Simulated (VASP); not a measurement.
# Nb2AlC (P6_3/mmc) in VASP: vibrations by perturbation theory with LDA

Aim: the vibrations by perturbation theory of Nb2AlC with LDA.

Everything below comes from runs of VASP 6.6.1. Logs are shortened: lines on timing, memory, paths and dates and some standing lists are left out, and cuts for length are marked.

## Step 1: The cell of the first run

The structure is hexagonal, space group P6_3/mmc (No. 194). Conventional cell: a = 3.078 Å, b = 3.078 Å, c = 13.740 Å, α = 90.00°, β = 90.00°, γ = 120.00°. Al (site symmetry -6m2) has 6 Nb at 2.84 Å and 6 Al at 3.08 Å within 3.7 Å. Nb (site symmetry 3m) has 3 C at 2.16 Å and 3 Al at 2.84 Å within 2.9 Å. Within 2.9 Å of C (site symmetry -3m) lie 6 Nb at 2.16 Å.

## Step 2: Vibrations by perturbation theory, LDA

Contents of INCAR:

```
SYSTEM = Nb2AlC
PREC = Accurate ; ENCUT = 520
EDIFF = 1E-8 ; ISMEAR = -1
SIGMA = 0.15 ; LREAL = .False.
LASPH = .True. ; NELM = 80
ALGO = Normal ; ISIF = 2
LWAVE = .False. ; LCHARG = .True.
NBANDS = 43 ; IBRION = 8
NSW = 1 ; KPAR = 4
```

Contents of KPOINTS:

```
Automatic mesh
0
Gamma
  12 12 4
  0 0 0
```

Contents of POSCAR:

```
Nb2AlC
1.0
    3.0775936591      0.0000000000      0.0000000000
   -1.5387968295      2.6652742913      0.0000000000
    0.0000000000      0.0000000000     13.7397830234
Al Nb C
2 4 2
Direct
    0.3333333333      0.6666666667      0.7500000000
    0.6666666667      0.3333333333      0.2500000000
    0.3333333333      0.6666666667      0.0890893212
    0.6666666667      0.3333333333      0.5890893212
    0.6666666667      0.3333333333      0.9109106788
    0.3333333333      0.6666666667      0.4109106788
    0.0000000000      0.0000000000      0.0000000000
    0.0000000000      0.0000000000      0.5000000000
```

Potentials or basis: VASP PAW LDA potentials, release 64 (Al, Nb_sv, C).

Launch:

```sh
> cat potpaw_LDA.64/Al/POTCAR potpaw_LDA.64/Nb_sv/POTCAR potpaw_LDA.64/C/POTCAR > POTCAR
> mpirun -np 4 vasp_std > vasp.out
```

OUTCAR:

```text
SYSTEM = Nb2AlC
   PREC = Accurate
   ENCUT = 520
   EDIFF = 1E-8
   ISMEAR = -1
   LREAL = .False.
   LASPH = .True.
   NELM = 80
   ISIF = 2
   IBRION = 8
   NSW = 1

 ion  position               nearest neighbor table
   1  0.333  0.667  0.750-   4 2.84   5 2.84   4 2.84   5 2.84   4 2.84   5 2.84
   2  0.667  0.333  0.250-   3 2.84   6 2.84   3 2.84   6 2.84   3 2.84   6 2.84
   3  0.333  0.667  0.089-   7 2.16   7 2.16   7 2.16   2 2.84   2 2.84   2 2.84   5 3.02   5 3.02
                             5 3.02
   4  0.667  0.333  0.589-   8 2.16   8 2.16   8 2.16   1 2.84   1 2.84   1 2.84   6 3.02   6 3.02
                             6 3.02
   5  0.667  0.333  0.911-   7 2.16   7 2.16   7 2.16   1 2.84   1 2.84   1 2.84   3 3.02   3 3.02
                             3 3.02
   6  0.333  0.667  0.411-   8 2.16   8 2.16   8 2.16   2 2.84   2 2.84   2 2.84   4 3.02   4 3.02
                             4 3.02
   7  0.000  0.000  0.000-   3 2.16   5 2.16   3 2.16   5 2.16   5 2.16   3 2.16
   8  0.000  0.000  0.500-   4 2.16   6 2.16   6 2.16   4 2.16   4 2.16   6 2.16

  LATTYP: Found a hexagonal cell.
 ALAT       =     3.0775936591
 C/A-ratio  =     4.4644565025

  Lattice vectors:

 A1 = (   3.0775936591,   0.0000000000,   0.0000000000)
 A2 = (  -1.5387968295,   2.6652742913,   0.0000000000)
 A3 = (   0.0000000000,   0.0000000000,  13.7397830234)

Analysis of symmetry for initial positions (statically):
[... 1385 lines left out ...]
  4Y     0.000000    1.154164    0.000000   -0.000000   -0.002870   -0.000000   -0.000000   -0.015838    0.000000   -0.000000  -11.117475    0.000000    0.000000    0.459910    0.000000    0.000000    0.776036   -0.000000    0.000000    0.058574    0.000000    0.000000    8.687499    0.000000
  4Z    -0.000000    0.000000    4.599577   -0.000000   -0.000000    0.303562   -0.000000    0.000000   -0.070852   -0.000000    0.000000  -19.498731    0.000000    0.000000    0.170369    0.000000    0.000000    6.374349   -0.000000    0.000000    0.016923    0.000000    0.000000    8.104802
  5X     1.154164    0.000000    0.000000   -0.002870   -0.000000    0.000000    0.776036    0.000000    0.000000    0.459910    0.000000    0.000000  -11.117475   -0.000000    0.000000   -0.015838   -0.000000   -0.000000    8.687499    0.000000    0.000000    0.058574    0.000000    0.000000
  5Y     0.000000    1.154164   -0.000000   -0.000000   -0.002870    0.000000    0.000000    0.776036    0.000000    0.000000    0.459910    0.000000   -0.000000  -11.117475    0.000000   -0.000000   -0.015838    0.000000    0.000000    8.687499   -0.000000    0.000000    0.058574    0.000000
  5Z     0.000000   -0.000000    4.599577    0.000000    0.000000    0.303562   -0.000000    0.000000    6.374349   -0.000000    0.000000    0.170369    0.000000    0.000000  -19.498731    0.000000   -0.000000   -0.070852    0.000000   -0.000000    8.104802    0.000000   -0.000000    0.016923
  6X    -0.002870   -0.000000   -0.000000    1.154164    0.000000   -0.000000    0.459910    0.000000    0.000000    0.776036    0.000000    0.000000   -0.015838   -0.000000    0.000000  -11.117475   -0.000000   -0.000000    0.058574    0.000000    0.000000    8.687499    0.000000    0.000000
  6Y    -0.000000   -0.002870   -0.000000    0.000000    1.154164    0.000000    0.000000    0.459910    0.000000    0.000000    0.776036   -0.000000   -0.000000   -0.015838    0.000000   -0.000000  -11.117475    0.000000    0.000000    0.058574    0.000000    0.000000    8.687499    0.000000
  6Z    -0.000000   -0.000000    0.303562   -0.000000    0.000000    4.599577    0.000000    0.000000    0.170369    0.000000    0.000000    6.374349   -0.000000    0.000000   -0.070852   -0.000000    0.000000  -19.498731   -0.000000    0.000000    0.016923    0.000000    0.000000    8.104802
  7X     0.367844    0.000000    0.000000    0.367844    0.000000    0.000000    8.683148    0.000000    0.000000    0.053481    0.000000    0.000000    8.683148    0.000000    0.000000    0.053481    0.000000    0.000000  -18.223225   -0.000000    0.000000    0.014280    0.000000    0.000000
  7Y     0.000000    0.367844    0.000000    0.000000    0.367844    0.000000    0.000000    8.683148    0.000000    0.000000    0.053481    0.000000    0.000000    8.683148    0.000000    0.000000    0.053481    0.000000   -0.000000  -18.223225    0.000000    0.000000    0.014280    0.000000
  7Z     0.000000   -0.000000    0.572892    0.000000   -0.000000    0.572892   -0.000000    0.000000    8.090015   -0.000000    0.000000    0.024650    0.000000    0.000000    8.090015   -0.000000    0.000000    0.024650    0.000000    0.000000  -17.406565   -0.000000   -0.000000    0.031451
  8X     0.367844    0.000000    0.000000    0.367844    0.000000    0.000000    0.053481    0.000000    0.000000    8.683148    0.000000    0.000000    0.053481    0.000000    0.000000    8.683148    0.000000    0.000000    0.014280    0.000000    0.000000  -18.223225   -0.000000    0.000000
  8Y     0.000000    0.367844    0.000000    0.000000    0.367844    0.000000    0.000000    0.053481    0.000000    0.000000    8.683148    0.000000    0.000000    0.053481    0.000000    0.000000    8.683148    0.000000    0.000000    0.014280    0.000000   -0.000000  -18.223225    0.000000
  8Z    -0.000000    0.000000    0.572892    0.000000    0.000000    0.572892    0.000000   -0.000000    0.024650    0.000000   -0.000000    8.090015    0.000000   -0.000000    0.024650    0.000000   -0.000000    8.090015    0.000000    0.000000    0.031451   -0.000000    0.000000  -17.406565

 Eigenvectors and eigenvalues of the dynamical matrix
 ----------------------------------------------------

   1 f  =   19.823845 THz   124.556892 2PiTHz  661.252293 cm-1    81.984799 meV
             X         Y         Z           dx          dy          dz
     -0.000000  1.776850 10.304837     0.011355    0.009973   -0.000000
      1.538797  0.888425  3.434946     0.011355    0.009973    0.000000
     -0.000000  1.776850  1.224068     0.089719    0.078799    0.000000
      1.538797  0.888425  8.093959     0.089719    0.078799   -0.000000
      1.538797  0.888425 12.515715     0.089719    0.078799   -0.000000
     -0.000000  1.776850  5.645824     0.089719    0.078799    0.000000
      0.000000  0.000000  0.000000    -0.515787   -0.453010   -0.000000
      0.000000  0.000000  6.869892    -0.515787   -0.453010   -0.000000
[... 243 lines left out ...]
  24 f/i=    0.005648 THz     0.035485 2PiTHz    0.188383 cm-1     0.023357 meV
             X         Y         Z           dx          dy          dz
     -0.000000  1.776850 10.304837    -0.055193   -0.239281   -0.000000
      1.538797  0.888425  3.434946    -0.055193   -0.239281   -0.000000
     -0.000000  1.776850  1.224068    -0.102133   -0.442779   -0.000000
      1.538797  0.888425  8.093959    -0.102133   -0.442779   -0.000000
      1.538797  0.888425 12.515715    -0.102133   -0.442779   -0.000000
     -0.000000  1.776850  5.645824    -0.102133   -0.442779   -0.000000
      0.000000  0.000000  0.000000    -0.036746   -0.159307   -0.000000
      0.000000  0.000000  6.869892    -0.036746   -0.159307   -0.000000

--------------------------------------------------------------------------------------------------------

 ELASTIC MODULI CONTR FROM IONIC RELAXATION (kBar)
 Direction    XX          YY          ZZ          XY          YZ          ZX
 --------------------------------------------------------------------------------
 XX        -408.9238   -103.6720   -356.2292     -0.0000     -0.0000     -0.0000
 YY        -103.6720   -408.9238   -356.2292     -0.0000      0.0000     -0.0000
 ZZ        -356.2292   -356.2292   -495.1239     -0.0000     -0.0000     -0.0000
 XY          -0.0000     -0.0000     -0.0000   -152.6259      0.0000      0.0000
 YZ          -0.0000      0.0000     -0.0000      0.0000   -304.2249     -0.0000
 ZX          -0.0000     -0.0000     -0.0000      0.0000     -0.0000   -344.3935
 --------------------------------------------------------------------------------
```

OSZICAR:

```text
N       E                     dE             d eps       ncg     rms          rms(c)
DAV:   1     0.792287654100E+03    0.79229E+03   -0.34278E+04  4918   0.156E+03
DAV:   2    -0.883742214251E+01   -0.80113E+03   -0.77271E+03  6068   0.677E+02
DAV:   3    -0.824813746513E+02   -0.73644E+02   -0.72130E+02  8596   0.159E+02
DAV:   4    -0.872470766555E+02   -0.47657E+01   -0.47246E+01  8116   0.377E+01
[... 186 lines left out ...]
RMM:  30    -0.137522763783E+00   -0.22066E-09    0.36190E-07 15130   0.550E-04    0.100E-06
RMM:  31    -0.137522763567E+00    0.21693E-09    0.49715E-07 15217   0.550E-04    0.130E-06
RMM:  32    -0.137522763363E+00    0.20368E-09    0.37001E-07 15294   0.550E-04    0.106E-06
RMM:  33    -0.137522763540E+00   -0.17724E-09    0.47594E-07 15357   0.550E-04    0.131E-06
RMM:  34    -0.137522763841E+00   -0.30131E-09    0.35294E-07 15402   0.550E-04    0.111E-06
 Linear response finished
```

It took 23 min on 4 MPI ranks of Intel Xeon 6975P-C (Granite Rapids), shared host; peak memory 2.3 GiB.

Results:

```yaml
Highest_phonon_frequency_at_Γ: 661 cm⁻¹
```

Phonon frequencies in cm⁻¹ (negative: imaginary):
| q point | frequencies |
| --- | --- |
| (0.000, 0.000, 0.000) | 0 0 0 85 85 126 151 151 186 186 190 190 202 202 233 276 354 357 645 646 661 661 661 661 |
